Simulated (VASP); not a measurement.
# BH2 in VASP: relaxation of the atoms with PBE

Aim: the relaxation of the atoms of BH2 with PBE.

All numbers are computed with VASP 6.6.1; they aren't measurements. Logs are shortened: lines on timing, memory, paths and dates and some standing lists are left out, and cuts for length are marked.

## Step 1: The cell of the first run

The cell holds a molecule in a box, 3 atoms: a = 15.000 Å, b = 15.500 Å, c = 16.000 Å, α = 90.00°, β = 90.00°, γ = 90.00°.

## Step 2: Relaxation of the atoms, PBE, collinear spin

Contents of INCAR:

```
SYSTEM = BH2
PREC = Accurate
ENCUT = 520
EDIFF = 1E-6
ISMEAR = 0
SIGMA = 0.005
LREAL = .FALSE.
LASPH = .TRUE.
NELM = 150
ALGO = Normal
ISIF = 2
LWAVE = .FALSE.
LCHARG = .FALSE.
ISPIN = 2
MAGMOM = 1 0 0
LORBIT = 11
GGA = PE
IBRION = 2
NSW = 100
EDIFFG = -0.01
ISYM = 0
```

Contents of KPOINTS:

```
Automatic mesh
0
G
  1 1 1
  0 0 0
```

Contents of POSCAR:

```
BH2
1.0
   15.0000000000      0.0000000000      0.0000000000
    0.0000000000     15.5000000000      0.0000000000
    0.0000000000      0.0000000000     16.0000000000
B H
1 2
Direct
    0.5011452656      0.4994289404      0.4755942317
    0.5662535290      0.5013349585      0.5105650230
    0.4326012054      0.4992361011      0.5138407453
```

Potentials or basis: VASP PAW PBE potentials, release 64 (B, H).

Run with:

```
$ cat potpaw_PBE.64/B/POTCAR potpaw_PBE.64/H/POTCAR > POTCAR
$ mpirun -np 1 vasp_gam > vasp.out
```

OUTCAR:

```text
SYSTEM = BH2
   PREC = Accurate
   ENCUT = 520
   EDIFF = 1E-6
   ISMEAR = 0
   LREAL = .FALSE.
   LASPH = .TRUE.
   NELM = 150
   ISIF = 2
   ISPIN = 2
   LORBIT = 11
   GGA = PE
   IBRION = 2
   NSW = 100
   EDIFFG = -0.01
   ISYM = 0

 ion  position               nearest neighbor table
   1  0.501  0.499  0.476-   2 1.13   3 1.20
   2  0.566  0.501  0.511-   1 1.13
   3  0.433  0.499  0.514-   1 1.20

IMPORTANT INFORMATION: All symmetrisations will be switched off!
NOSYMM: (Re-)initialisation of all symmetry stuff for point group C_1.

----------------------------------------------------------------------------------------

                                     Primitive cell

  volume of cell :    3720.0000

  direct lattice vectors                    reciprocal lattice vectors
    15.000000000  0.000000000  0.000000000     0.066666667  0.000000000  0.000000000
     0.000000000 15.500000000  0.000000000     0.000000000  0.064516129  0.000000000
     0.000000000  0.000000000 16.000000000     0.000000000  0.000000000  0.062500000

  length of vectors
    15.000000000 15.500000000 16.000000000     0.066666667  0.064516129  0.062500000

  position of ions in fractional coordinates (direct lattice)
     0.501145266  0.499428940  0.475594232
     0.566253529  0.501334959  0.510565023
     0.432601205  0.499236101  0.513840745

  ion indices of the primitive-cell ions
   primitive index   ion index
                 1           1
                 2           2
                 3           3

----------------------------------------------------------------------------------------

 KPOINTS: Automatic mesh

Automatic generation of k-mesh.
 Grid dimensions read from file:
 generate k-points for:    1    1    1

 Generating k-lattice:

  Cartesian coordinates                     Fractional coordinates (reciprocal lattice)
     0.066666667  0.000000000  0.000000000     1.000000000  0.000000000  0.000000000
     0.000000000  0.064516129  0.000000000     0.000000000  1.000000000  0.000000000
     0.000000000  0.000000000  0.062500000     0.000000000  0.000000000  1.000000000

  Length of vectors
     0.066666667  0.064516129  0.062500000

  Shift w.r.t. Gamma in fractional coordinates (k-lattice)
     0.000000000  0.000000000  0.000000000

 Subroutine IBZKPT returns following result:
 ===========================================

 Found      1 irreducible k-points:

 Following reciprocal coordinates:
            Coordinates               Weight
  0.000000  0.000000  0.000000      1.000000
   k-points           NKPTS =      1   k-points in BZ     NKDIM =      1   number of bands    NBANDS=      7
   number of dos      NEDOS =    301   number of ions     NIONS =      3
   total plane-waves  NPLWV = ******
   dimension x,y,z NGX =   112 NGY =  120 NGZ =  120
   dimension x,y,z NGXF=   224 NGYF=  240 NGZF=  240
   ions per type =               1   2
   NGX,Y,Z   is equivalent  to a cutoff of  12.41, 12.87, 12.47 a.u.
   NGXF,Y,Z  is equivalent  to a cutoff of  24.83, 25.74, 24.94 a.u.
 SYSTEM =  BH2
   PREC   = accura    normal or accurate (medium, high low for compatibility)
   ISTART =      0    job   : 0-new  1-cont  2-samecut
   ICHARG =      2    charge: 1-file 2-atom 10-const
   ISPIN  =      2    spin polarized calculation?
   LNONCOLLINEAR =      F non collinear calculations
   LSORBIT =      F    spin-orbit coupling
   LASPH  =      T    aspherical Exc in radial PAW
   ENCUT  =  520.0 eV  38.22 Ry    6.18 a.u.  27.89 28.82 29.75*2*pi/ulx,y,z
   NELM   =    150;   NELMIN=  2; NELMDL= -5     # of ELM steps
   EDIFF  = 0.1E-05   stopping-criterion for ELM
   LREAL  =      F    real-space projection
   EDIFFG = -.1E-01   stopping-criterion for IOM
   NSW    =    100    number of steps for IOM
   IBRION =      2    ionic relax: 0-MD 1-quasi-New 2-CG
   NFREE  =      1    steps in history (QN), initial steepest desc. (CG)
   ISIF   =      2    stress and relaxation
   ISYM   =      0    0-nonsym 1-usesym 2-fastsym
   POTIM  = 0.5000    time-step for ionic-motion
   TEBEG  =    0.0;   TEEND  =   0.0 temperature during run
   PSTRESS=    0.0 pullay stress
   NELECT =       5.0000    total number of electrons
   NUPDOWN=      -1.0000    fix difference up-down
   EMIN   =  10.00;   EMAX   =-10.00  energy-range for DOS
   EFERMI =   0.00;   METHOD = LEGACY
   ISMEAR =     0;   SIGMA  =   0.01  broadening in eV -4-tet -1-fermi 0-gaus
   EFERMI_NEDOS =   21; number of points for ismear=-14 and -15
   IALGO  =     38    algorithm
   IMIX   =      4    mixing-type and parameters
     AMIX     =   0.40;   BMIX     =  1.00
     AMIX_MAG =   1.60;   BMIX_MAG =  1.00
  volume/ion in A,a.u.               =    1240.00      8367.93
  Fermi-wavevector in a.u.,A,eV,Ry     =   0.180669  0.341415  0.444112  0.032641
  Thomas-Fermi vector in A             =   0.906350
   LORBIT       =     11    0 simple, 1 ext, 2 COOP (PROOUT), +10 PAW based schemes
   GGA     = PE    functional components
   LHFCALC =     F    Hartree Fock is set to
   AEXX    =    0.0000 exact exchange contribution
   IVDW    =     0    specifies the selected vdW correction
   LEPSILON=     F    determine dielectric tensor
   LRPA    =     F    only Hartree local field effects (RPA)
 conjugate gradient relaxation of ions
 spin polarized calculation
 Gauss-broadening in eV      SIGMA  =   0.01
  energy-cutoff  :      520.00
  volume of cell :     3720.00
 maximum number of plane-waves:     50071
 NGX is ok and might be reduce to   112
   NGX = 55   NGY = 57   NGZ = 59

--------------------------------------- Ionic step        1  -------------------------------------------

 number of electron       5.0000000 magnetization       1.0000000

 Free energy of the ion-electron system (eV)
  ---------------------------------------------------
  ext. energy  EPLUGINS =         0.00000000
  ---------------------------------------------------
  free energy    TOTEN  =       -10.03158021 eV

  energy without entropy =      -10.03158021  energy(sigma->0) =      -10.03158021

------------------------ aborting loop because EDIFF is reached ----------------------------------------

  FORCE on cell =-STRESS in cart. coord.  units (eV):
  Direction    XX          YY          ZZ          XY          YZ          ZX
  --------------------------------------------------------------------------------------
  -------------------------------------------------------------------------------------
  Total        2.2138767     -0.0290591      0.1532538      0.0596386      0.0200843      0.9334979
  in kB        0.9535008     -0.0125156      0.0660053      0.0256859      0.0086502      0.4020508
  external PRESSURE =       0.3356635 kB  Pullay stress =       0.0000000 kB
[... 92 lines left out ...]
  FREE ENERGIE OF THE ION-ELECTRON SYSTEM (eV)
  ---------------------------------------------------
  free  energy   TOTEN  =       -10.0971569329 eV

  energy  without entropy=      -10.0971569329  energy(sigma->0) =      -10.09715693

[... ionic steps 4 to 8 ...]

--------------------------------------- Ionic step        9  -------------------------------------------

 number of electron       4.9999999 magnetization       1.0000000

------------------------ aborting loop because EDIFF is reached ----------------------------------------

  FORCE on cell =-STRESS in cart. coord.  units (eV):
  Direction    XX          YY          ZZ          XY          YZ          ZX
  --------------------------------------------------------------------------------------
  -------------------------------------------------------------------------------------
  Total       -0.0906585     -0.0293824     -0.0445635     -0.0006736     -0.0000089      0.0151879
  in kB       -0.0390460     -0.0126548     -0.0191932     -0.0002901     -0.0000038      0.0065413
  external PRESSURE =      -0.0236313 kB  Pullay stress =       0.0000000 kB
[... 59 lines left out ...]
  energy  without entropy=      -10.1419536296  energy(sigma->0) =      -10.14195363

--------------------------------------- Ionic step       11  -------------------------------------------

 number of electron       4.9999999 magnetization       1.0000000

 Free energy of the ion-electron system (eV)
  ---------------------------------------------------
  ext. energy  EPLUGINS =         0.00000000
  ---------------------------------------------------
  free energy    TOTEN  =       -10.14196957 eV

  energy without entropy =      -10.14196957  energy(sigma->0) =      -10.14196957

 E-fermi :  -4.8484     XC(G=0):  -0.2095

 val. band max:       -4.9007370477   @ k =   0.0000   0.0000   0.0000
 cond. band min:      -3.4403401997   @ k =   0.0000   0.0000   0.0000
 fundamental gap:      1.4603968480
 Fermi energy:        -4.8483882565

 spin component 1

 k-point     1 :       0.0000    0.0000    0.0000
  band No.  band energies     occupation
      1     -12.4136      1.00000
      2      -9.1204      1.00000
      3      -4.9007      1.00000
      4      -3.4403      0.00000
      5      -0.3038      0.00000
      6       0.2901      0.00000
      7       0.3825      0.00000
 Fermi energy:        -4.8483882565

 spin component 2

 k-point     1 :       0.0000    0.0000    0.0000
  band No.  band energies     occupation
      1     -11.8366      1.00000
      2      -8.8959      1.00000
      3      -2.8104      0.00000
      4      -2.4253      0.00000
      5      -0.1262      0.00000
      6       0.3866      0.00000
      7       0.5129      0.00000

------------------------ aborting loop because EDIFF is reached ----------------------------------------

  FORCE on cell =-STRESS in cart. coord.  units (eV):
  Direction    XX          YY          ZZ          XY          YZ          ZX
  --------------------------------------------------------------------------------------
  -------------------------------------------------------------------------------------
  Total       -0.0442465     -0.0342843     -0.0379512     -0.0001868      0.0000011     -0.0008273
  in kB       -0.0190567     -0.0147660     -0.0163453     -0.0000804      0.0000005     -0.0003563
  external PRESSURE =      -0.0167227 kB  Pullay stress =       0.0000000 kB
[... 18 lines left out ...]
  FREE ENERGIE OF THE ION-ELECTRON SYSTEM (eV)
  ---------------------------------------------------
  free  energy   TOTEN  =       -10.1419695692 eV

  energy  without entropy=      -10.1419695692  energy(sigma->0) =      -10.14196957

 reached required accuracy - stopping structural energy minimisation

 total charge

# of ion       s       p       d       tot
------------------------------------------
    1        0.757   0.971   0.000   1.728
    2        0.610   0.023   0.000   0.633
    3        0.610   0.023   0.000   0.633
--------------------------------------------------
tot          1.977   1.016   0.000   2.993

 magnetization (x)

# of ion       s       p       d       tot
------------------------------------------
    1        0.079   0.335   0.000   0.414
    2        0.008   0.003   0.000   0.011
    3        0.008   0.003   0.000   0.011
--------------------------------------------------
tot          0.094   0.341   0.000   0.436
```

It took 72 min on 1 thread of Intel Xeon 8259CL, shared host; peak memory 3.4 GiB.

What came out:

```
Free energy                                           : -10.1420 eV
Energy gained by relaxing                             : 36.8 meV/atom
Ionic steps                                           : 11
Largest force after relaxing                          : 0.005 eV/Å
Gap between the frontier levels                       : 1.46 eV
Net moment                                            : 1.00 μB per cell
Site moments                                          : B +0.41; H +0.01 μB
Valence electrons inside the program's atomic spheres : B 1.73; H 0.63
```

Forces in eV/Å, atoms in the order of the input:
```
B    0.001  0.000 -0.005
H   -0.001  0.000  0.002
H    0.001  0.000  0.002
```

The path:
```csv
step,energy change (eV),largest force (eV/Å),pressure (GPa)
1,0.0000,2.1009,0.03
2,0.0755,3.0449,-0.01
3,-0.0656,0.7297,0.01
4,-0.0891,0.5237,0.00
5,-0.0906,0.6305,-0.01
6,-0.1077,0.2321,-0.01
7,-0.1100,0.1316,0.00
8,-0.1098,0.2076,0.00
9,-0.1104,0.0424,0.00
10,-0.1104,0.0245,0.00
11,-0.1104,0.0048,0.00
```

Final structure:
```xyz
3
Lattice="15.0000 0.0000 0.0000 0.0000 15.5000 0.0000 0.0000 0.0000 16.0000" Properties=species:S:1:pos:R:3 pbc="T T T"
B     7.4937    7.7420    7.6627
H     8.5869    7.7718    8.1480
H     6.4194    7.7363    8.1893
```

Levels at points of the mesh, in eV from the valence-band top:
Spin up:
```tsv
k point	band 1	band 2	band 3	band 4	band 5	band 6	band 7
(0.00, 0.00, 0.00)	-7.51	-4.22	0.00	1.46	4.60	5.19	5.28
```
Spin down:
```tsv
k point	band 1	band 2	band 3	band 4	band 5
(0.00, 0.00, 0.00)	-6.94	-4.00	2.09	2.48	4.77
```
